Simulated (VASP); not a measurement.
# SbAu (zincblende type) (F-43m) in VASP: settings compared

SbAu (zincblende type) is run at these levels: revPBE, PBE; tasks: electric field gradients, density of states.

Program: VASP 6.6.1. These are calculated values, not measurements. Logs are shortened: lines on timing, memory, paths and dates and some standing lists are left out, and cuts for length are marked.

### Step 1. The cell of the first run

The structure is cubic, space group F-43m (No. 216). The conventional cell has a = 6.222 Å, b = 6.222 Å, c = 6.222 Å, α = 90.00°, β = 90.00°, γ = 90.00°. Au (site symmetry -43m) has 4 Sb at 2.69 Å within 3.6 Å. Sb (site symmetry -43m) has 4 Au at 2.69 Å within 3.6 Å.

### Step 2. Electric field gradients, revPBE

Contents of INCAR:

```
PREC = Accurate
ENCUT = 520
EDIFF = 1E-8
ISMEAR = -1
SIGMA = 0.08
LREAL = False
LASPH = True
NELM = 80
ALGO = Normal
ISIF = 2
LWAVE = False
LCHARG = False
GGA = RE
LEFG = True
NBANDS = 15
```

Contents of KPOINTS:

```
Automatic mesh
0
Gamma
  10 10 10
```

Contents of POSCAR:

```
SbAu
1.0
    0.0000000000      3.1108764896      3.1108764896
    3.1108764896      0.0000000000      3.1108764896
    3.1108764896      3.1108764896      0.0000000000
Au Sb
1 1
Direct
    0.0000000000      0.0000000000      0.0000000000
    0.2500000000      0.2500000000      0.2500000000
```

Potentials or basis: VASP PAW PBE potentials, release 64 (Au, Sb).

The run is started by

```sh
cat potpaw_PBE.64/Au/POTCAR potpaw_PBE.64/Sb/POTCAR > POTCAR
mpirun -np 1 vasp_std > vasp.out
```

OUTCAR:

```text
PREC = Accurate
   ENCUT = 520
   EDIFF = 1E-8
   ISMEAR = -1
   LREAL = False
   LASPH = True
   NELM = 80
   ISIF = 2
   GGA = RE

 ion  position               nearest neighbor table
   1  0.000  0.000  0.000-   2 2.69   2 2.69   2 2.69   2 2.69
   2  0.250  0.250  0.250-   1 2.69   1 2.69   1 2.69   1 2.69

  LATTYP: Found a face centered cubic cell.
 ALAT       =     6.2217529792

  Lattice vectors:

 A1 = (   0.0000000000,   3.1108764896,   3.1108764896)
 A2 = (   3.1108764896,   0.0000000000,   3.1108764896)
 A3 = (   3.1108764896,   3.1108764896,   0.0000000000)

Analysis of symmetry for initial positions (statically):
=====================================================================
 Subroutine PRICEL returns:
 Original cell was already a primitive cell.

 Routine SETGRP: Setting up the symmetry group for a
 face centered cubic supercell.

 Subroutine GETGRP returns: Found 24 space group operations
 (whereof 24 operations were pure point group operations)
 out of a pool of 48 trial point group operations.

The static configuration has the point symmetry T_d .

Analysis of symmetry for dynamics (positions and initial velocities):
=====================================================================
 Subroutine PRICEL returns:
 Original cell was already a primitive cell.

 Routine SETGRP: Setting up the symmetry group for a
 face centered cubic supercell.

 Subroutine GETGRP returns: Found 24 space group operations
 (whereof 24 operations were pure point group operations)
 out of a pool of 48 trial point group operations.

The dynamic configuration has the point symmetry T_d .

 Subroutine INISYM returns: Found 24 space group operations
 (whereof 24 operations are pure point group operations),
 and found     1 'primitive' translations

----------------------------------------------------------------------------------------

                                     Primitive cell

  volume of cell :      60.2113

  direct lattice vectors                    reciprocal lattice vectors
     0.000000000  3.110876490  3.110876490    -0.160726407  0.160726407  0.160726407
     3.110876490  0.000000000  3.110876490     0.160726407 -0.160726407  0.160726407
     3.110876490  3.110876490  0.000000000     0.160726407  0.160726407 -0.160726407

  length of vectors
     4.399443722  4.399443722  4.399443722     0.278386303  0.278386303  0.278386303

  position of ions in fractional coordinates (direct lattice)
     0.000000000  0.000000000  0.000000000
     0.250000000  0.250000000  0.250000000

  ion indices of the primitive-cell ions
   primitive index   ion index
                 1           1
                 2           2

----------------------------------------------------------------------------------------

 KPOINTS: Automatic mesh

Automatic generation of k-mesh.
 Grid dimensions read from file:
 generate k-points for:   10   10   10

 Generating k-lattice:

  Cartesian coordinates                     Fractional coordinates (reciprocal lattice)
    -0.016072641  0.016072641  0.016072641     0.100000000  0.000000000  0.000000000
     0.016072641 -0.016072641  0.016072641     0.000000000  0.100000000  0.000000000
     0.016072641  0.016072641 -0.016072641     0.000000000  0.000000000  0.100000000

  Length of vectors
     0.027838630  0.027838630  0.027838630

  Shift w.r.t. Gamma in fractional coordinates (k-lattice)
     0.000000000  0.000000000  0.000000000

 Subroutine IBZKPT returns following result:
 ===========================================

 Found     47 irreducible k-points:

 Following reciprocal coordinates:
            Coordinates               Weight
  0.000000  0.000000  0.000000      1.000000
  0.100000  0.000000  0.000000      8.000000
  0.200000  0.000000  0.000000      8.000000
  0.300000  0.000000  0.000000      8.000000
  0.400000  0.000000  0.000000      8.000000
  0.500000  0.000000  0.000000      4.000000
[... 16 lines left out ...]
  0.300000  0.300000  0.000000      6.000000
  0.400000  0.300000  0.000000     24.000000
 [... further k-points ...]
   k-points           NKPTS =     47   k-points in BZ     NKDIM =     47   number of bands    NBANDS=     15
   number of dos      NEDOS =    301   number of ions     NIONS =      2
   total plane-waves  NPLWV =  46656
   dimension x,y,z NGX =    36 NGY =   36 NGZ =   36
   dimension x,y,z NGXF=    72 NGYF=   72 NGZF=   72
   ions per type =               1   1
   NGX,Y,Z   is equivalent  to a cutoff of  13.60, 13.60, 13.60 a.u.
   NGXF,Y,Z  is equivalent  to a cutoff of  27.21, 27.21, 27.21 a.u.
 SYSTEM =  unknown system
   PREC   = accura    normal or accurate (medium, high low for compatibility)
   ISTART =      0    job   : 0-new  1-cont  2-samecut
   ICHARG =      2    charge: 1-file 2-atom 10-const
   ISPIN  =      1    spin polarized calculation?
   LNONCOLLINEAR =      F non collinear calculations
   LSORBIT =      F    spin-orbit coupling
   LASPH  =      T    aspherical Exc in radial PAW
   ENCUT  =  520.0 eV  38.22 Ry    6.18 a.u.   8.18  8.18  8.18*2*pi/ulx,y,z
   NELM   =     80;   NELMIN=  2; NELMDL= -5     # of ELM steps
   EDIFF  = 0.1E-07   stopping-criterion for ELM
   LREAL  =      F    real-space projection
   EDIFFG = 0.1E-06   stopping-criterion for IOM
   NSW    =      0    number of steps for IOM
   IBRION =     -1    ionic relax: 0-MD 1-quasi-New 2-CG
   NFREE  =      0    steps in history (QN), initial steepest desc. (CG)
   ISIF   =      2    stress and relaxation
   ISYM   =      2    0-nonsym 1-usesym 2-fastsym
   POTIM  = 0.5000    time-step for ionic-motion
   TEBEG  =    0.0;   TEEND  =   0.0 temperature during run
   PSTRESS=    0.0 pullay stress
   NELECT =      16.0000    total number of electrons
   NUPDOWN=      -1.0000    fix difference up-down
   EMIN   =  10.00;   EMAX   =-10.00  energy-range for DOS
   EFERMI =   0.00;   METHOD = LEGACY
   ISMEAR =    -1;   SIGMA  =   0.08  broadening in eV -4-tet -1-fermi 0-gaus
   EFERMI_NEDOS =   21; number of points for ismear=-14 and -15
   IALGO  =     38    algorithm
   IMIX   =      4    mixing-type and parameters
     AMIX     =   0.40;   BMIX     =  1.00
     AMIX_MAG =   1.60;   BMIX_MAG =  1.00
  volume/ion in A,a.u.               =      30.11       203.16
  Fermi-wavevector in a.u.,A,eV,Ry     =   1.052500  1.988936 15.071936  1.107756
  Thomas-Fermi vector in A             =   2.187585
   LORBIT       =      0    0 simple, 1 ext, 2 COOP (PROOUT), +10 PAW based schemes
   GGA     = RE    functional components
   LHFCALC =     F    Hartree Fock is set to
   AEXX    =    0.0000 exact exchange contribution
   IVDW    =     0    specifies the selected vdW correction
   LEPSILON=     F    determine dielectric tensor
   LRPA    =     F    only Hartree local field effects (RPA)
 non-spin polarized calculation
  energy-cutoff  :      520.00
  volume of cell :       60.21
 maximum number of plane-waves:      1639
 NGX is ok and might be reduce to    36
   NGX = 17   NGY = 17   NGZ = 17

 number of electron      16.0000001 magnetization

 Free energy of the ion-electron system (eV)
  ---------------------------------------------------
  ext. energy  EPLUGINS =         0.00000000
  ---------------------------------------------------
  free energy    TOTEN  =        -6.40128260 eV

  energy without entropy =       -6.37124613  energy(sigma->0) =       -6.38626437

 E-fermi :   5.0242     XC(G=0):  -9.2110

 val. band max:        5.0211993214   @ k =   0.5000   0.3000   0.1000
 cond. band min:       5.0434953294   @ k =   0.2000   0.1000   0.0000
 fundamental gap:      0.0222960080
 Fermi energy:         5.0242498474

 k-point     1 :       0.0000    0.0000    0.0000
  band No.  band energies     occupation
      1      -5.5777      2.00000
      2      -0.1336      2.00000
      3      -0.1336      2.00000
      4      -0.1336      2.00000
      5       0.8363      2.00000
      6       0.8363      2.00000
      7       7.2551      0.00000
      8       7.6928      0.00000
      9       7.6928      0.00000
     10       7.6928      0.00000
     11      10.5054      0.00000
     12      10.5054      0.00000
     13      10.5054      0.00000
     14      12.6468      0.00000
     15      15.7467      0.00000

 k-point     2 :       0.1000    0.0000    0.0000
  band No.  band energies     occupation
      1      -5.4983      2.00000
      2      -0.1501      2.00000
      3      -0.1092      2.00000
      4      -0.1092      2.00000
      5       0.8309      2.00000
      6       0.8309      2.00000
      7       6.1613      0.00000
      8       7.4767      0.00000
      9       7.4767      0.00000
     10       8.1781      0.00000
     11      10.5806      0.00000
     12      10.7412      0.00000
     13      10.7412      0.00000
     14      13.4236      0.00000
     15      15.1369      0.00000

 k-point     3 :       0.2000    0.0000    0.0000
  band No.  band energies     occupation
      1      -5.2781      2.00000
      2      -0.1702      2.00000
      3      -0.0488      2.00000
      4      -0.0488      2.00000
      5       0.8244      2.00000
      6       0.8244      2.00000
      7       4.6256      1.98638
      8       7.0127      0.00000
      9       7.0127      0.00000
     10       8.2061      0.00000
     11      11.1929      0.00000
     12      11.1929      0.00000
     13      11.3245      0.00000
     14      13.8849      0.00000
     15      14.7768      0.00000
[... 343 lines left out ...]
 k-point    23 :       0.3000    0.3000    0.0000
  band No.  band energies     occupation
      1      -4.7594      2.00000
      2      -0.4070      2.00000
      3       0.2351      2.00000
      4       0.2351      2.00000
      5       0.7361      2.00000
      6       0.9113      2.00000
      7       3.5171      2.00000
      8       5.1000      0.55920
      9       5.1000      0.55920
     10       8.6662      0.00000
     11       9.6781      0.00000
     12      13.7649      0.00000
     13      13.7649      0.00000
     14      13.7795      0.00000
     15      16.2464      0.00000

 k-point    24 :       0.4000    0.3000    0.0000
  band No.  band energies     occupation
      1      -4.5333      2.00000
      2      -0.4016      2.00000
      3       0.3206      2.00000
      4       0.3215      2.00000
      5       0.8125      2.00000
      6       0.9228      2.00000
      7       2.7347      2.00000
      8       4.5486      1.99478
      9       4.7829      1.90664
     10       8.8661      0.00000
     11       9.6900      0.00000
     12      13.3729      0.00000
     13      14.1264      0.00000
     14      15.4545      0.00000
     15      16.5099      0.00000

 [... further k-points ...]
[... 5 lines left out ...]
  --------------------------------------------------------------------------------------
  -------------------------------------------------------------------------------------
  Total        0.3690910      0.3690910      0.3690910      0.0000000      0.0000000      0.0000000
  in kB        9.8212264      9.8212264      9.8212264      0.0000000      0.0000000      0.0000000
  external PRESSURE =       9.8212264 kB  Pullay stress =       0.0000000 kB

 VOLUME and BASIS-vectors are now :
 -----------------------------------------------------------------------------
  energy-cutoff  :      520.00
  volume of cell :       60.21
      direct lattice vectors                 reciprocal lattice vectors
     0.000000000  3.110876490  3.110876490    -0.160726407  0.160726407  0.160726407
     3.110876490  0.000000000  3.110876490     0.160726407 -0.160726407  0.160726407
     3.110876490  3.110876490  0.000000000     0.160726407  0.160726407 -0.160726407

 POSITION                                       TOTAL-FORCE (eV/Angst)
 -----------------------------------------------------------------------------------
      0.00000      0.00000      0.00000        -0.000000     -0.000000     -0.000000
      1.55544      1.55544      1.55544         0.000000      0.000000      0.000000
 -----------------------------------------------------------------------------------
    total drift:                               -0.000000     -0.000000     -0.000000

  FREE ENERGIE OF THE ION-ELECTRON SYSTEM (eV)
  ---------------------------------------------------
  free  energy   TOTEN  =        -6.4012826050 eV

  energy  without entropy=       -6.3712461261  energy(sigma->0) =       -6.38626437

 Electric field gradients (V/A^2)
---------------------------------------------------------------------
 ion       V_xx      V_yy      V_zz      V_xy      V_xz      V_yz
---------------------------------------------------------------------
   1      -0.000    -0.000     0.000    -0.000    -0.000    -0.000
   2       0.000     0.000     0.000     0.000     0.000     0.000
---------------------------------------------------------------------

 Electric field gradients after diagonalization (V/A^2)
 (convention: |V_zz| > |V_xx| > |V_yy|)
----------------------------------------------------------------------
 ion       V_xx      V_yy      V_zz     asymmetry (V_yy - V_xx)/ V_zz
----------------------------------------------------------------------
   1       0.000     0.000    -0.001       0.000
   2      -0.000    -0.000     0.000       0.000
----------------------------------------------------------------------

           NMR quadrupolar parameters

 Cq : quadrupolar parameter    Cq=e*Q*V_zz/h
 eta: asymmetry parameters     (V_yy - V_xx)/ V_zz
 Q  : nuclear electric quadrupole moment in mb (millibarn)
----------------------------------------------------------------------
 ion       Cq(MHz)       eta       Q (mb)
----------------------------------------------------------------------
   1      -0.000       0.000       1.000
   2       0.000       0.000       1.000
----------------------------------------------------------------------
```

Wall time 48 s (1 thread of Intel Xeon Platinum 8259CL at 2.50GHz (Skylake/Cascade Lake), shared host); peak memory 0.22 GiB.

Results:

```yaml
Free_energy: -6.4013 eV
Pressure: 1.0 GPa
Band_gap_on_the_k_mesh: zero (band 8 reaches 7.69 eV, above the bottom of band 9 at 4.04 eV)
```

Caveat: without QUAD_EFG the Cq values of the log hold for a quadrupole moment of 1 mb, not for the nuclei; the PAW data sets were made with another functional, which shifts forces and pressure a little; spin-orbit coupling is left out, which moves the levels of the heavy elements.

(Part 1 of 2 ends here.)
